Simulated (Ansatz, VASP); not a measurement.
## Mo: VASP beside Ansatz

INCAR

```
  ALGO = Fast
  EDIFF = 1E-6
  ENCUT = 520
  GGA = PS
  ISIF = 2
  ISMEAR = 0
  LASPH = T
  LCHARG = F
  LREAL = F
  LWAVE = F
  NBANDS = 13
  NELM = 80
  PREC = Accurate
  SIGMA = 0.15
```

The input KPOINTS:

```
k-points
0
Gamma
  30 30 30
```

The input POSCAR:

```
Mo
1.0
   -1.3940179069      1.3940179069      1.9711413204
    1.3940179069     -1.3940179069      1.9711413204
    1.3940179069      1.3940179069     -1.9711413204
Mo
1
Direct
    0.0000000000      0.0000000000      0.0000000000
```

Input for Ansatz:

```yaml
crystal:
  lattice:
    - [-1.3940179069, 1.3940179069, 1.9711413204]
    - [1.3940179069, -1.3940179069, 1.9711413204]
    - [1.3940179069, 1.3940179069, -1.9711413204]
  atoms:
    - { symbol: Mo, position: [0.0, 0.0, 0.0] }
basis:
  ecutwfc: 420
kpoints:
  mp_grid: { grid: [30, 30, 30] }
hamiltonian:
  xc: pbesol
scf:
  occupations: { method: gaussian, width: 0.15 }
output:
  forces: true
  stress: true
  eigenvalues: true
```

Alike in both runs: task single point; functional PBEsol; k mesh 30 × 30 × 30; occupations gaussian, width 0.15 eV; no spin polarisation.

|  | VASP | Ansatz |
| --- | --- | --- |
| version | VASP 6.6.1 | Ansatz 0.2.0 |
| potentials or method | VASP PAW PBE potentials, release 64 (Mo_sv), cutoff 520 eV | scalar-relativistic, plane waves, PAW |
| valence electrons in the cell | 14 | 14 |

|  | VASP | Ansatz | Ansatz less VASP |
| --- | --- | --- | --- |
| gap on the k mesh at the Fermi level (eV) | none | none | - |
| pressure (GPa) | 4.2 | 3.7 | -0.55 |

VASP's potentials were made for PBE, not for PBEsol. A gap of «none» marks a metal or a gap that the smearing closes.
